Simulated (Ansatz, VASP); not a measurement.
## ZrC in VASP and in Ansatz

```
Zr C
1.0
     0.00000    2.35021    2.35021
     2.35021    0.00000    2.35021
     2.35021    2.35021    0.00000
Zr C
1 1
Cartesian
  2.4032 2.2972 2.3502
  0.0000 0.0000 0.0000
```

Change from the starting cell: all Zr atoms moved +0.075 Å, as atom 1 along Cartesian [1 -1 0].

Alike in both runs: task single point; functional PBEsol; k mesh 18 × 18 × 18; occupations gaussian, width 0.15 eV; no spin polarisation.

|  | VASP | Ansatz |
| --- | --- | --- |
| version | VASP 6.6.1 | Ansatz 0.2.0 |
| potentials or method | VASP PAW PBE potentials, release 64 (Zr_sv, C), cutoff 520 eV | scalar-relativistic, plane waves, PAW |
| valence electrons in the cell | 16 | 16 |

VASP gave:

- gap on the k mesh at the Fermi level (eV): none
- pressure (GPa): -3.8
- traceless stress, the component that is largest in VASP (GPa): -0.48
- rms of the force components (eV/Å): 0.294

Question: Which values does Ansatz return?

Answer: gap on the k mesh at the Fermi level (eV): none; pressure (GPa): -4.1; traceless stress, the component that is largest in VASP (GPa): -0.48; rms of the force components (eV/Å): 0.292.

VASP's potentials were made for PBE, not for PBEsol. Atom by atom the forces differ by 0.002 eV/Å (rms over components). A gap of «none» marks a metal or a gap that the smearing closes.
